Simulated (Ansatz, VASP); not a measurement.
## Two plane-wave programs on GaGeO4

Contents of INCAR:

```
SYSTEM = GaGeO4
PREC     = Accurate       ! precision mode
ENCUT    = 600            ! plane-wave cutoff, eV
EDIFF    = 1E-6           ! SCF threshold, eV
ISMEAR   = 0              ! smearing method
SIGMA    = 0.1            ! smearing width, eV
LREAL    = .FALSE.        ! projectors in reciprocal space
LASPH    = .TRUE.         ! aspherical terms in the spheres
NELM     = 80             ! most SCF steps
ALGO     = Normal         ! electronic algorithm
ISIF     = 3              ! what is computed and relaxed
LWAVE    = .FALSE.        ! write WAVECAR
LCHARG   = .FALSE.        ! write CHGCAR
GGA      = PE             ! functional
IBRION   = 2              ! ionic algorithm
NSW      = 90             ! ionic steps
EDIFFG   = -0.04          ! ionic threshold
```

KPOINTS

```
regular mesh
0
G
  6 6 6
  0 0 0
```

The input POSCAR:

```
GaGeO4
1.0
    5.5249340333      0.0000000000      0.0000000000
   -2.7624670166      4.7847332271      0.0000000000
    0.0000000000      0.0000000000      2.7438002503
Ga Ge O
1 1 4
Direct
    0.0000000000      0.0000000000      0.0000000000
    0.3333333333      0.6666666667      0.0000000000
    0.6666666667      0.3333333333      0.0000000000
    0.4804625421      0.9609250842      0.5000000000
    0.0390749158      0.5195374579      0.5000000000
    0.4804625421      0.5195374579      0.5000000000
```

Input for Ansatz:

```yaml
crystal:
  lattice:
    - [5.5249340333, 0.0, 0.0]
    - [-2.7624670166, 4.7847332271, 0.0]
    - [0.0, 0.0, 2.7438002503]
  atoms:
    - { symbol: Ga, position: [0.0, 0.0, 0.0] }
    - { symbol: Ge, position: [0.3333333333, 0.6666666667, 0.0] }
    - { symbol: O, position: [0.6666666667, 0.3333333333, 0.0] }
    - { symbol: O, position: [0.4804625421, 0.9609250842, 0.5] }
    - { symbol: O, position: [0.0390749158, 0.5195374579, 0.5] }
    - { symbol: O, position: [0.4804625421, 0.5195374579, 0.5] }
basis:
  ecutwfc: 420
kpoints:
  mp_grid: { grid: [6, 6, 6] }
hamiltonian:
  xc: pbe
scf:
  occupations: { method: gaussian, width: 0.1 }
  lower_state_search: "off"
output:
  forces: true
  stress: true
  eigenvalues: true
relax:
  adjacent_minimum: "off"
  f_tol: 0.04
  max_steps: 70
  cell: { stress_tol: 0.4 }
```

Change from the starting cell: species swapped into the PrMnNi4 type (P-6m2, No. 187).

Alike in both runs: task relaxation of cell and atoms; functional PBE; k mesh 6 × 6 × 6; occupations gaussian, width 0.1 eV; no spin polarisation.

|  | VASP | Ansatz |
| --- | --- | --- |
| version | VASP 6.6.1 | Ansatz 0.2.0 |
| potentials or method | VASP PAW PBE potentials, release 64 (Ga_d, Ge_d, O), cutoff 600 eV | scalar-relativistic, plane waves, PAW |
| valence electrons in the cell | 51 | 51 |

VASP gave:

| Item | Value |
| --- | --- |
| gap on the k mesh at the Fermi level, each at its own relaxed structure (eV) | none |
| relaxed volume (Å³/atom) | 12.05 |
| relaxed length of the cell vector where the two differ most in proportion (Å) | 5.533 |

Question: Which values does Ansatz return?

Answer: gap on the k mesh at the Fermi level, each at its own relaxed structure (eV): none; relaxed volume (Å³/atom): 12.13; relaxed length of the cell vector where the two differ most in proportion (Å): 5.552.

A gap of «none» marks a metal or a gap that the smearing closes.

The k mesh is coarse, so the values compare programs but aren't converged.
